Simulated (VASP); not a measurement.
Write the native input for VASP 6.6.1 that does the following.

```yaml
Task: single point
Functional: PBE
Potentials_or_basis: VASP PAW PBE potentials, release 64 (Cs_sv, Pb_d, Cl)
Cutoff: 520 eV
k_mesh: 4 × 4 × 4
Occupations: gaussian, width 0.1 eV
Spin: no spin polarisation
Dipole_correction: no
Further_INCAR_settings: ALGO = Normal; EDIFF = 1e-06; NBANDS = 30
```

The structure of CsPbCl3 lies in POSCAR:

```
CsPbCl3
1.0
    5.6050000000      0.0000000000      0.0000000000
    0.0000000000      5.6050000000      0.0000000000
    0.0000000000      0.0000000000      5.6050000000
Cs Pb Cl
1 1 3
Direct
    0.0000000000      0.0000000000      0.0000000000
    0.5000000000      0.5000000000      0.5000000000
    0.5000000000      0.5000000000      0.0000000000
    0.0000000000      0.5000000000      0.5000000000
    0.5000000000      0.0000000000      0.5000000000
```

The input as run:

INCAR

```
PREC = Accurate ; ENCUT = 520
EDIFF = 1E-6 ; ISMEAR = 0
SIGMA = 0.1 ; LREAL = False
LASPH = True ; NELM = 100
ALGO = Normal ; ISIF = 2
LWAVE = False ; LCHARG = False
GGA = PE ; NBANDS = 30
```

KPOINTS

```
Automatic mesh
0
Gamma
  4 4 4
```

Potentials or basis: VASP PAW PBE potentials, release 64 (Cs_sv, Pb_d, Cl).

Launch:

```console
$ cat potpaw_PBE.64/Cs_sv/POTCAR potpaw_PBE.64/Pb_d/POTCAR potpaw_PBE.64/Cl/POTCAR > POTCAR
$ mpirun -np 1 vasp_std > vasp.out
```

It gave:

The pressure is 1.8 GPa. The band gap on the k mesh is 1.94 eV, direct.

Caveat: spin-orbit coupling is left out, which moves the levels of the heavy elements.

It took 48 s on 1 thread of Intel(R) Xeon(R) Platinum 8259CL CPU @ 2.50GHz (Skylake/Cascade Lake) (shared host), peak memory 0.28 GiB.
